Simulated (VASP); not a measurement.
Crystal: Nb.

```xyz
1
Lattice="-1.6640 1.6640 1.6640 1.6640 -1.6640 1.6640 1.6640 1.6640 -1.6640" Properties=species:S:1:pos:R:3 pbc="T T T"
Nb    0.0000    0.0000    0.0000
```

```yaml
Program: VASP 6.6.1
Task: relaxation of volume and atoms at fixed shape
Functional: PBEsol
Potentials_or_basis: VASP PAW PBE potentials, release 64 (Nb_sv)
Cutoff: 500 eV
k_mesh: 9 × 9 × 9
Occupations: fermi-dirac, width 0.1 eV
Spin: no spin polarisation
```

At the start: pressure -8.9 GPa; volume 18.43 Å³/atom.

Where does the relaxation end?

Over 4 steps the energy falls by 27.7 meV/atom and the volume is 17.48 Å³/atom (-5.1 %); space group Im-3m (No. 229, to 0.1 Å) before and after.

Step by step:
| step | energy change (eV) | largest force (eV/Å) | pressure (GPa) | volume (Å³) |
| --- | --- | --- | --- | --- |
| 1 | 0.0000 | 0.0000 | -8.93 | 18.43 |
| 2 | 0.0788 | 0.0000 | 22.34 | 15.82 |
| 3 | -0.0277 | 0.0000 | -0.31 | 17.51 |
| 4 | -0.0277 | 0.0000 | -0.03 | 17.48 |

Final structure:
```xyz
1
Lattice="-1.6349 1.6349 1.6349 1.6349 -1.6349 1.6349 1.6349 1.6349 -1.6349" Properties=species:S:1:pos:R:3 pbc="T T T"
Nb    0.0000    0.0000    3.2698
```

Caveat: the PAW data sets were made with another functional, which shifts forces and pressure a little.
